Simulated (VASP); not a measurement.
A run of VASP 6.6.1:

POSCAR

```
Mg2Sn
1.0
    0.0000000000      3.3465420198      3.3465420198
    3.3465420198      0.0000000000      3.3465420198
    3.3465420198      3.3465420198      0.0000000000
Mg Sn
2 1
Direct
    0.2500000000      0.2500000000      0.2500000000
    0.7500000000      0.7500000000      0.7500000000
    0.0000000000      0.0000000000      0.0000000000
```

INCAR.step1

```
SYSTEM = Mg2Sn
PREC = Accurate
ENCUT = 660
ISMEAR = 0
SIGMA = 0.01
LREAL = .FALSE.
LASPH = .TRUE.
NELM = 120
NBANDS = 16
GGA = PE
ALGO = Normal
EDIFF = 1E-5
LWAVE = .TRUE.
LCHARG = .FALSE.
GGA_COMPAT = .FALSE.
```

File INCAR.step2:

```
SYSTEM = Mg2Sn
PREC = Accurate
ENCUT = 660
EDIFF = 1E-6
ISMEAR = 0
SIGMA = 0.01
LREAL = .FALSE.
LASPH = .TRUE.
NELM = 120
ALGO = Normal
ISIF = 2
LWAVE = .FALSE.
LCHARG = .FALSE.
METAGGA = R2SCAN
LMIXTAU = .TRUE.
NBANDS = 16
ISTART = 1
GGA_COMPAT = .FALSE.
```

The input KPOINTS:

```
regular mesh
0
G
  10 10 10
  0 0 0
```

Potentials or basis: VASP PAW PBE potentials, release 64 (Mg, Sn_d).

Run with:

```bash
$ cat potpaw_PBE.64/Mg/POTCAR potpaw_PBE.64/Sn_d/POTCAR > POTCAR
$ cp INCAR.step1 INCAR
$ mpirun -np 1 vasp_std > vasp.out
$ cp INCAR.step2 INCAR
$ mpirun -np 1 vasp_std > vasp.out
```

Hardware: 1 thread of Intel(R) Xeon(R) Platinum 8259CL CPU @ 2.50GHz (Skylake/Cascade Lake) (shared host).

Question: How long does it take, and how much memory?

Answer: Wall time 3.8 min on 1 thread of Intel(R) Xeon(R) Platinum 8259CL CPU @ 2.50GHz (Skylake/Cascade Lake) (shared host), peak memory 0.3 GiB. Counts: k points 47.
